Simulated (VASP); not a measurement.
# Mg8HO8 (a cell with a defect) in VASP: further runs, part 2 of 4

VASP 6.6.1.

## (4) Single point, PBE

Contents of INCAR:

```
SYSTEM = Mg8HO8
PREC = Accurate
ENCUT = 520
EDIFF = 1E-6
ISMEAR = 0
SIGMA = 0.02
LREAL = Auto
LASPH = .TRUE.
NELM = 100
ALGO = Normal
ISIF = 2
LWAVE = .FALSE.
LCHARG = .TRUE.
GGA = PE
LELF = .TRUE.
LVHAR = .TRUE.
NELECT = 64.0
NBANDS = 46
```

Contents of KPOINTS:

```
Automatic mesh
0
G
  2 2 2
  0 0 0
```

Contents of POSCAR:

```
Mg8HO8
1.0
    0.0000000000      4.1948000000      4.1948000000
    4.1948000000      0.0000000000      4.1948000000
    4.1948000000      4.1948000000      0.0000000000
Mg O H
8 8 1
Direct
   -0.0026615095     -0.0027130018     -0.0030882283
    0.0007454467      0.0006908553      0.4896345475
    0.0007478306      0.4900224087      0.0003053781
    0.0221916420      0.4808580862      0.4804833365
    0.4900772385      0.0006939544      0.0003063316
    0.4809143463      0.0221344283      0.4804878659
    0.4809317488      0.4808802565      0.0217308334
    0.4990414322      0.4989892248      0.4986082769
    0.2440440545      0.2439875560      0.2435951654
    0.2481999142      0.2481481835      0.7443060456
    0.2482020597      0.7446848479      0.2477710499
    0.2514476256      0.7476894012      0.7473070230
    0.7447370554      0.2481500906      0.2477710499
    0.7477423238      0.2513968485      0.7473060694
    0.7477383904      0.7476845142      0.2510365214
    0.7470190474      0.7469687470      0.7465870840
    0.6794372795      0.6793724373      0.6789390436
```

Potentials or basis: VASP PAW PBE potentials, release 64 (Mg, O, H).

Run with:

```sh
> cat potpaw_PBE.64/Mg/POTCAR potpaw_PBE.64/O/POTCAR potpaw_PBE.64/H/POTCAR > POTCAR
> mpirun -np 1 vasp_std > vasp.out
```

OUTCAR:

```text
SYSTEM = Mg8HO8
   PREC = Accurate
   ENCUT = 520
   EDIFF = 1E-6
   ISMEAR = 0
   LREAL = Auto
   LASPH = .TRUE.
   NELM = 100
   ISIF = 2
   GGA = PE
   NELECT = 64.0

 ion  position               nearest neighbor table
   1  0.997  0.997  0.997-  14 2.09  12 2.09  15 2.09  13 2.10  10 2.10  11 2.10   2 2.94   3 2.94
                             5 2.94   7 2.97   7 2.97   6 2.97   4 2.97   6 2.97   4 2.97   5 2.99
   2  0.001  0.001  0.490-   9 2.04  11 2.09  13 2.09  16 2.13  12 2.13  14 2.13   4 2.89   6 2.89
                             5 2.90   3 2.90   1 2.94   8 2.97   8 2.97   1 2.99   3 3.03   5 3.03
   3  0.001  0.490  0.000-   9 2.04  10 2.09  13 2.09  16 2.13  12 2.13  15 2.13   4 2.89   7 2.89
[... 609 lines left out ...]
  in kB       21.8063514     21.8059679     21.7654841    -20.7541018    -20.7445347    -20.7484253
  external PRESSURE =      21.7926011 kB  Pullay stress =       0.0000000 kB

 VOLUME and BASIS-vectors are now :
 -----------------------------------------------------------------------------
  energy-cutoff  :      520.00
  volume of cell :      147.63
      direct lattice vectors                 reciprocal lattice vectors
     0.000000000  4.194800000  4.194800000    -0.119195194  0.119195194  0.119195194
     4.194800000  0.000000000  4.194800000     0.119195194 -0.119195194  0.119195194
     4.194800000  4.194800000  0.000000000     0.119195194  0.119195194 -0.119195194

 POSITION                                       TOTAL-FORCE (eV/Angst)
 -----------------------------------------------------------------------------------
      8.36526      8.36548      8.36705         0.004551      0.004631      0.004771
      2.05682      2.05705      0.00602         0.000159      0.000122      0.011600
      2.05683      0.00442      2.05868         0.000361      0.012082     -0.000023
      4.03263      2.10862      2.11019        -0.024689      0.005790      0.005571
      0.00420      2.05706      2.05869         0.012127      0.000205     -0.000113
      2.10840      4.03289      2.11019         0.005819     -0.024913      0.005506
[... 9 lines left out ...]
      6.26517      6.26538      6.26698         0.073802      0.074193      0.074226
      5.69785      5.69812      5.69994        -0.072407     -0.072451     -0.073056
 -----------------------------------------------------------------------------------
    total drift:                               -0.004532     -0.004898      0.002311

  FREE ENERGIE OF THE ION-ELECTRON SYSTEM (eV)
  ---------------------------------------------------
  free  energy   TOTEN  =      -102.1246513927 eV

  energy  without entropy=     -102.1246513927  energy(sigma->0) =     -102.12465139
```

It took 1.7 min on 1 thread of Intel Xeon Platinum 8488C (Sapphire Rapids), shared host; peak memory 0.33 GiB.

Results:

| Quantity | Value |
| --- | --- |
| Free energy | -102.1247 eV |
| Largest force | 0.128 eV/Å |

Forces on the atoms (eV/Å):
```
Mg   0.005  0.005  0.005
Mg   0.000  0.000  0.012
Mg   0.000  0.012  0.000
Mg  -0.025  0.006  0.006
Mg   0.012  0.000  0.000
Mg   0.006 -0.025  0.006
Mg   0.006  0.006 -0.026
Mg  -0.005 -0.005 -0.005
O   -0.005 -0.005 -0.005
O    0.000 -0.001  0.002
O   -0.001  0.002  0.000
O   -0.003  0.003  0.004
O    0.002 -0.001  0.000
O    0.003 -0.002  0.004
O    0.003  0.003 -0.002
O    0.074  0.074  0.074
H   -0.072 -0.072 -0.073
```

Caveat: the k points lie up to 0.65 Å⁻¹ apart; the cell carries a net charge on a neutralising background, which shifts energy and pressure; the cell is charged against a uniform background, so pressure and absolute levels hang on convention.

## (5) Single point, PBE

Contents of INCAR:

```
ALGO = Normal
EDIFF = 1E-6
ENCUT = 520
GGA = PE
ISIF = 2
ISMEAR = 0
LASPH = T
LCHARG = F
LREAL = Auto
LWAVE = F
NBANDS = 46
NELECT = 64.0
NELM = 80
PREC = Accurate
SIGMA = 0.02
```

Contents of KPOINTS:

```
k-points
0
Gamma
  2 2 2
```

Contents of POSCAR:

```
Mg8HO8
1.0
    0.0000000000      4.1948000000      4.1948000000
    4.1948000000      0.0000000000      4.1948000000
    4.1948000000      4.1948000000      0.0000000000
Mg O H
8 8 1
Direct
    0.0053906027     -0.0072064222     -0.0068493134
   -0.0000781920      0.0017547916      0.4911080385
   -0.0000207400      0.4907237532      0.0021126156
   -0.0003513874      0.4912393916      0.4915671784
    0.4926045342      0.0077666396      0.0084000429
    0.4917614666      0.0137660914      0.4662393916
    0.4918198722      0.4681038429      0.0131040812
    0.5004226662      0.4946915228      0.4954066940
    0.2401904739      0.2472182226      0.2467388195
    0.2547831839      0.2411687089      0.7435566654
    0.2540999571      0.7432372223      0.2424953514
    0.2578254029      0.7446629160      0.7446266807
    0.7492172452      0.2438937494      0.2439221179
    0.7494909173      0.2431359064      0.7476171689
    0.7494668399      0.7471849671      0.2433781110
    0.7509393773      0.7444544436      0.7446873510
    0.5490103223      0.8064438114      0.8020245304
```

Potentials or basis: VASP PAW PBE potentials, release 64 (Mg, O, H).

Run with:

```sh
> cat potpaw_PBE.64/Mg/POTCAR potpaw_PBE.64/O/POTCAR potpaw_PBE.64/H/POTCAR > POTCAR
> mpirun -np 1 vasp_std > vasp.out
```

OUTCAR:

```text
EDIFF = 1E-6
   ENCUT = 520
   GGA = PE
   ISIF = 2
   ISMEAR = 0
   LASPH = T
   LREAL = Auto
   NELECT = 64.0
   NELM = 80
   PREC = Accurate

 ion  position               nearest neighbor table
   1  0.005  0.993  0.993-  12 2.08  10 2.09  11 2.09  14 2.10  15 2.10  13 2.11   6 2.93   7 2.94
                             5 2.96   2 2.96   3 2.96   4 2.97   4 2.97   3 2.97   2 2.97   5 2.98
   2  1.000  0.002  0.491-   9 2.04  13 2.09  14 2.09  16 2.12  11 2.13  12 2.15   6 2.88   5 2.89
                             3 2.90   4 2.90   8 2.94   1 2.96   1 2.97   8 2.99   4 3.03   3 3.03
   3  1.000  0.491  0.002-   9 2.03  13 2.09  15 2.09  16 2.12  10 2.13  12 2.15   7 2.89   5 2.89
                             2 2.90   4 2.90   8 2.95   1 2.96   1 2.97   8 2.99   4 3.03   2 3.03
   4  1.000  0.491  0.492-   9 2.05  14 2.09  15 2.09  16 2.12  11 2.12  10 2.13   6 2.88   7 2.88
                             3 2.90   2 2.90   8 2.94   1 2.97   1 2.97   8 2.99   2 3.03   3 3.03
   5  0.493  0.008  0.008-  17 1.92   9 2.01  15 2.07  14 2.07  10 2.11  11 2.11  16 2.21   6 2.73
                             7 2.74   2 2.89   3 2.89   1 2.96   8 2.97   8 2.97   1 2.98   3 3.04
   6  0.492  0.014  0.466-  17 1.85   9 1.98  13 2.05  15 2.06  12 2.12  10 2.12  16 2.26   7 2.69
                             5 2.73   4 2.88   2 2.88   1 2.93   8 2.97   8 2.97   1 3.01   2 3.06
   7  0.492  0.468  0.013-  17 1.86   9 1.98  13 2.05  14 2.06  12 2.12  11 2.12  16 2.25   6 2.69
                             5 2.74   4 2.88   3 2.89   1 2.94   8 2.97   8 2.97   1 3.00   3 3.05
   8  0.500  0.495  0.495-  10 2.09  11 2.09  12 2.09  14 2.10  15 2.10  13 2.11   4 2.94   2 2.94
                             3 2.95   5 2.97   5 2.97   7 2.97   6 2.97   7 2.97   6 2.97   3 2.99
   9  0.240  0.247  0.247-   6 1.98   7 1.98   5 2.01   3 2.03   2 2.04   4 2.05
  10  0.255  0.241  0.744-   1 2.09   8 2.09   5 2.11   6 2.12   4 2.13   3 2.13
  11  0.254  0.743  0.242-   1 2.09   8 2.09   5 2.11   7 2.12   4 2.12   2 2.13
  12  0.258  0.745  0.745-   1 2.08   8 2.09   7 2.12   6 2.12   2 2.15   3 2.15
  13  0.749  0.244  0.244-   6 2.05   7 2.05   3 2.09   2 2.09   1 2.11   8 2.11
  14  0.749  0.243  0.748-   7 2.06   5 2.07   2 2.09   4 2.09   8 2.10   1 2.10
  15  0.749  0.747  0.243-   6 2.06   5 2.07   3 2.09   4 2.09   8 2.10   1 2.10
  16  0.751  0.744  0.745-  17 0.98   2 2.12   4 2.12   3 2.12   5 2.21   7 2.25   6 2.26
  17  0.549  0.806  0.802-  16 0.98   6 1.85   7 1.86   5 1.92

  LATTYP: Found a face centered cubic cell.
 ALAT       =     8.3896000000

  Lattice vectors:

 A1 = (   0.0000000000,   4.1948000000,   4.1948000000)
 A2 = (   4.1948000000,   0.0000000000,   4.1948000000)
 A3 = (   4.1948000000,   4.1948000000,   0.0000000000)

Analysis of symmetry for initial positions (statically):
=====================================================================
 Subroutine PRICEL returns:
 Original cell was already a primitive cell.

 Routine SETGRP: Setting up the symmetry group for a
 face centered cubic supercell.

 Subroutine GETGRP returns: Found  1 space group operations
 (whereof  1 operations were pure point group operations)
 out of a pool of 48 trial point group operations.

The static configuration has the point symmetry C_1 .

Analysis of symmetry for dynamics (positions and initial velocities):
=====================================================================
 Subroutine PRICEL returns:
 Original cell was already a primitive cell.

 Routine SETGRP: Setting up the symmetry group for a
 face centered cubic supercell.

 Subroutine GETGRP returns: Found  1 space group operations
 (whereof  1 operations were pure point group operations)
 out of a pool of 48 trial point group operations.

The dynamic configuration has the point symmetry C_1 .

 Subroutine INISYM returns: Found  1 space group operations
[... 98 lines left out ...]
   NGX,Y,Z   is equivalent  to a cutoff of  13.45, 13.45, 13.45 a.u.
   NGXF,Y,Z  is equivalent  to a cutoff of  26.90, 26.90, 26.90 a.u.
 SYSTEM =  unknown system
   PREC   = accura    normal or accurate (medium, high low for compatibility)
   ISTART =      0    job   : 0-new  1-cont  2-samecut
   ICHARG =      2    charge: 1-file 2-atom 10-const
   ISPIN  =      1    spin polarized calculation?
   LNONCOLLINEAR =      F non collinear calculations
   LSORBIT =      F    spin-orbit coupling
   LASPH  =      T    aspherical Exc in radial PAW
   ENCUT  =  520.0 eV  38.22 Ry    6.18 a.u.  11.03 11.03 11.03*2*pi/ulx,y,z
   NELM   =     80;   NELMIN=  2; NELMDL= -5     # of ELM steps
   EDIFF  = 0.1E-05   stopping-criterion for ELM
   LREAL  =      T    real-space projection
   EDIFFG = 0.1E-04   stopping-criterion for IOM
   NSW    =      0    number of steps for IOM
   IBRION =     -1    ionic relax: 0-MD 1-quasi-New 2-CG
   NFREE  =      0    steps in history (QN), initial steepest desc. (CG)
   ISIF   =      2    stress and relaxation
   ISYM   =      2    0-nonsym 1-usesym 2-fastsym
   POTIM  = 0.5000    time-step for ionic-motion
   TEBEG  =    0.0;   TEEND  =   0.0 temperature during run
   PSTRESS=    0.0 pullay stress
   NELECT =      64.0000    total number of electrons
   NUPDOWN=      -1.0000    fix difference up-down
   EMIN   =  10.00;   EMAX   =-10.00  energy-range for DOS
   EFERMI =   0.00;   METHOD = LEGACY
   ISMEAR =     0;   SIGMA  =   0.02  broadening in eV -4-tet -1-fermi 0-gaus
   EFERMI_NEDOS =   21; number of points for ismear=-14 and -15
   IALGO  =     38    algorithm
   IMIX   =      4    mixing-type and parameters
     AMIX     =   0.40;   BMIX     =  1.00
     AMIX_MAG =   1.60;   BMIX_MAG =  1.00
  volume/ion in A,a.u.               =       8.68        58.60
  Fermi-wavevector in a.u.,A,eV,Ry     =   1.239025  2.341419 20.887448  1.535184
  Thomas-Fermi vector in A             =   2.373526
   LORBIT       =      0    0 simple, 1 ext, 2 COOP (PROOUT), +10 PAW based schemes
   GGA     = PE    functional components
   LHFCALC =     F    Hartree Fock is set to
   AEXX    =    0.0000 exact exchange contribution
   IVDW    =     0    specifies the selected vdW correction
   LEPSILON=     F    determine dielectric tensor
   LRPA    =     F    only Hartree local field effects (RPA)
 non-spin polarized calculation
 Gauss-broadening in eV      SIGMA  =   0.02
  energy-cutoff  :      520.00
  volume of cell :      147.63
 maximum number of plane-waves:      3996
 NGX is ok and might be reduce to    48
   NGX = 23   NGY = 23   NGZ = 23

 number of electron      63.9999998 magnetization

 Free energy of the ion-electron system (eV)
  ---------------------------------------------------
  ext. energy  EPLUGINS =         0.00000000
  ---------------------------------------------------
  free energy    TOTEN  =      -102.11842293 eV

  energy without entropy =     -102.11842293  energy(sigma->0) =     -102.11842293

 E-fermi :   3.5186     XC(G=0): -11.1108

 val. band max:        3.4193199212   @ k =   0.0000   0.0000   0.0000
 cond. band min:       7.7343675456   @ k =   0.0000   0.0000   0.0000
 fundamental gap:      4.3150476245
 Fermi energy:         3.5186295944

 k-point     1 :       0.0000    0.0000    0.0000
  band No.  band energies     occupation
      1     -16.5784      2.00000
      2     -13.6792      2.00000
      3     -12.7555      2.00000
      4     -12.4242      2.00000
      5     -12.3847      2.00000
      6     -12.3753      2.00000
[... 365 lines left out ...]
     43      14.9725      0.00000
     44      14.9750      0.00000
 [bands above 44 left out]

------------------------ aborting loop because EDIFF is reached ----------------------------------------

  FORCE on cell =-STRESS in cart. coord.  units (eV):
  Direction    XX          YY          ZZ          XY          YZ          ZX
  --------------------------------------------------------------------------------------
  -------------------------------------------------------------------------------------
  Total        1.4951490      2.4194582      2.2306577      1.7102344     -2.3691312      1.5788223
  in kB       16.2267401     26.2581992     24.2091606     18.5610460    -25.7120039     17.1348399
  external PRESSURE =      22.2313666 kB  Pullay stress =       0.0000000 kB

 VOLUME and BASIS-vectors are now :
 -----------------------------------------------------------------------------
  energy-cutoff  :      520.00
  volume of cell :      147.63
      direct lattice vectors                 reciprocal lattice vectors
     0.000000000  4.194800000  4.194800000    -0.119195194  0.119195194  0.119195194
     4.194800000  0.000000000  4.194800000     0.119195194 -0.119195194  0.119195194
     4.194800000  4.194800000  0.000000000     0.119195194  0.119195194 -0.119195194

 POSITION                                       TOTAL-FORCE (eV/Angst)
 -----------------------------------------------------------------------------------
      8.33064      4.18868      4.18718        -0.004572     -0.009499     -0.004031
      2.06746      6.25457      4.20183        -0.004291     -0.001203      0.013823
      2.06735      4.20357      6.25320        -0.005714      0.007998      0.003743
      4.12268      6.25535      6.25398        -0.024549     -0.005480     -0.002509
      0.06782      2.10161      2.09896         0.050731      0.011509      0.023287
      2.01353      4.01862      2.12059        -0.010125     -0.003745     -0.015042
[... 9 lines left out ...]
      6.24665      6.27385      6.27288        -0.084081      0.077111      0.075040
      6.74720      5.66732      5.68586         0.177632     -0.028048     -0.072169
 -----------------------------------------------------------------------------------
    total drift:                               -0.001536      0.004821      0.006862

  FREE ENERGIE OF THE ION-ELECTRON SYSTEM (eV)
  ---------------------------------------------------
  free  energy   TOTEN  =      -102.1184229339 eV

  energy  without entropy=     -102.1184229339  energy(sigma->0) =     -102.11842293
```

It took 93 s on 1 thread of Intel Xeon Platinum 8488C (Sapphire Rapids), shared host; peak memory 0.33 GiB.

What came out:

```
Free energy   : -102.1184 eV
Largest force : 0.194 eV/Å
```

Forces on the atoms (eV/Å):
```
Mg  -0.005 -0.009 -0.004
Mg  -0.004 -0.001  0.014
Mg  -0.006  0.008  0.004
Mg  -0.025 -0.005 -0.003
Mg   0.051  0.012  0.023
Mg  -0.010 -0.004 -0.015
Mg  -0.025 -0.011 -0.019
Mg  -0.013 -0.005  0.002
O    0.006 -0.001 -0.002
O   -0.009  0.000 -0.001
O   -0.018 -0.007  0.012
O   -0.014 -0.021 -0.018
O   -0.009  0.001  0.000
O   -0.008 -0.005  0.003
O   -0.005  0.001  0.000
O   -0.084  0.077  0.075
H    0.178 -0.028 -0.072
```

Caveat: the k points lie up to 0.65 Å⁻¹ apart; the cell carries a net charge on a neutralising background, which shifts energy and pressure; the cell is charged against a uniform background, so pressure and absolute levels hang on convention.

(Part 2 of 4 ends here.)
